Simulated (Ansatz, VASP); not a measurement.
**Ge in VASP and in Ansatz**

File INCAR:

```
  ALGO = Normal
  EDIFF = 1E-7
  ENCUT = 520
  GGA = PE
  ISIF = 2
  ISMEAR = -1
  LASPH = T
  LCHARG = F
  LREAL = F
  LWAVE = F
  NBANDS = 21
  NELM = 100
  PREC = Accurate
  SIGMA = 0.05
```

The input KPOINTS:

```
k-points
0
Gamma
  10 10 10
```

The input POSCAR:

```
Ge
1.0
   -0.0848631000      2.7863384500      2.7863384500
    2.7863384500     -0.0848631000      2.7863384500
    2.7863384500      2.7863384500     -0.0848631000
Ge
2
Direct
    0.5000000000      0.5000000000      0.5000000000
    0.7500000000      0.7500000000      0.7500000000
```

Input for Ansatz:

```yaml
crystal:
  lattice:
    - [-0.0848631, 2.78633845, 2.78633845]
    - [2.78633845, -0.0848631, 2.78633845]
    - [2.78633845, 2.78633845, -0.0848631]
  atoms:
    - { symbol: Ge, position: [0.5, 0.5, 0.5] }
    - { symbol: Ge, position: [0.75, 0.75, 0.75] }
kpoints:
  mp_grid: { grid: [10, 10, 10] }
  band_path:
    path:
      - [0.0, 0.0, 0.0]
      - [0.5, 0.5, 0.5]
      - [0.2579113083, 0.5, 0.7420886917]
      - [-0.2579113083, 0.2579113083, 0.5]
      - [0.0, 0.0, 0.5]
      - [0.0, 0.0, 0.0]
      - [-0.3789556542, 0.0, 0.3789556542]
      - [0.0, 0.3789556542, 0.6210443458]
      - [0.0, 0.5, 0.5]
    npoints: 5
scf:
  occupations: { method: fermi_dirac, width: 0.05 }
hamiltonian:
  xc: pbe
  pseudopotentials: { kind: all_electron, lapw: { basis_error: 0.00025 } }
output:
  forces: true
  stress: true
  eigenvalues: true
```

Change from the starting cell: equal xy, yz and zx shear strains of -3 %.

Alike in both runs: task single point; functional PBE; k mesh 10 × 10 × 10; occupations fermi-dirac, width 0.05 eV; no spin polarisation.

|  | VASP | Ansatz |
| --- | --- | --- |
| version | VASP 6.6.1 | Ansatz 0.2.0 |
| potentials or method | VASP PAW PBE potentials, release 64 (Ge_d), cutoff 520 eV | all-electron LAPW, scalar-relativistic |

Ansatz gave:

- pressure (GPa): 4.0
- traceless stress, the component that is largest in VASP (GPa): 2.73
- rms of the force components (eV/Å): 0.330

Task: What did VASP give for the same quantities?

Result: Pressure (GPa): 3.9; traceless stress, the component that is largest in VASP (GPa): 2.73; rms of the force components (eV/Å): 0.329.

Atom by atom the forces differ by 0.001 eV/Å (rms over components). Ansatz ran all-electron here, and VASP with PAW potentials.
